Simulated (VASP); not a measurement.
MgI2: single point with PBEsol

MgI2:

```xyz
3
Lattice="4.1122 0.0000 0.0000 -2.0561 3.5612 0.0000 0.0000 0.0000 6.8620" Properties=species:S:1:pos:R:3 pbc="T T T"
Mg    0.0000    0.0000    0.0000
I     0.0000    2.3742    5.1989
I     2.0561    1.1871    1.6631
```

This cell differs from its parent crystal: equal xx and yy strain of -1 %.

```yaml
Program: VASP 6.6.1
Task: single point
Functional: PBEsol
Potentials_or_basis: VASP PAW PBE potentials, release 64 (Mg, I)
Cutoff: 520 eV
k_mesh: 7 × 7 × 4
Occupations: fermi-dirac, width 0.03 eV
Spin: no spin polarisation
```

```json
{
  "Pressure": "0.4 GPa",
  "Largest force": "0.035 eV/Å",
  "Band gap on the k mesh": "3.53 eV, indirect (least direct gap 3.71 eV)"
}
```

Forces in eV/Å, atoms in the order of the input:
```
Mg   0.000  0.000  0.000
I    0.000  0.000 -0.035
I    0.000  0.000  0.035
```

Stress tensor (GPa, compression positive):
```
0.40 0.00 0.00
0.00 0.40 0.00
0.00 0.00 0.47
```

Levels at points of the mesh, in eV from the valence-band top:
```tsv
k point	band 6	band 7	band 8	band 9	band 10	band 11
(0.00, 0.00, 0.00)	-0.02	-0.02	0.00	3.71	4.71	6.72
(0.00, 0.00, 0.50)	-0.32	-0.13	-0.13	4.71	4.81	6.54
```

Wall time 31 s on 1 thread of Intel(R) Xeon(R) Platinum 8375C CPU @ 2.90GHz (Ice Lake) (shared host), peak memory 0.24 GiB.

Caveat: the cell differs from its parent crystal (equal xx and yy strain of -1 %); the PAW data sets were made with another functional, which shifts forces and pressure a little; spin-orbit coupling is left out, which moves the levels of the heavy elements; this functional lacks dispersion, which binds the layers, so the pressure and a relaxed spacing across them are unreliable. A k mesh can miss the band edges.
